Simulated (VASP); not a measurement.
Crystal: Ge3Pd.

```
Pd Ge
1.0
     4.08604    0.00000    0.00000
     0.00000    4.08604    0.00000
     0.00000    0.00000    4.08604
Pd Ge
1 3
Direct
  0.00000 0.00000 0.00000
  0.50000 0.50000 0.00000
  0.50000 0.00000 0.50000
  0.00000 0.50000 0.50000
```

Base run:

- Program: VASP 6.6.1
- Functional: r2SCAN
- Potentials or basis: VASP PAW PBE potentials, release 64 (Pd, Ge_d)
- Cutoff: 520 eV
- k mesh: 7 × 7 × 7
- Occupations: fermi-dirac, width 0.05 eV
- Spin: no spin polarisation

Its results: band gap on the k mesh zero (band 26 reaches 8.23 eV, above the bottom of band 27 at 6.46 eV); pressure 0.9 GPa.

Problem. The run is repeated on the same cell with these changes: functional from r2SCAN to PBE; further incar settings from ALGO = Normal; EDIFF = 1e-07; NBANDS = 34 to ALGO = Normal; EDIFF = 1e-06; NBANDS = 34. What comes out?

Solution. Band gap on the k mesh zero (band 26 reaches 8.28 eV, above the bottom of band 27 at 6.61 eV); pressure 4.0 GPa.

Caveats: the PAW data sets were made with another functional, which shifts forces and pressure a little (some runs).
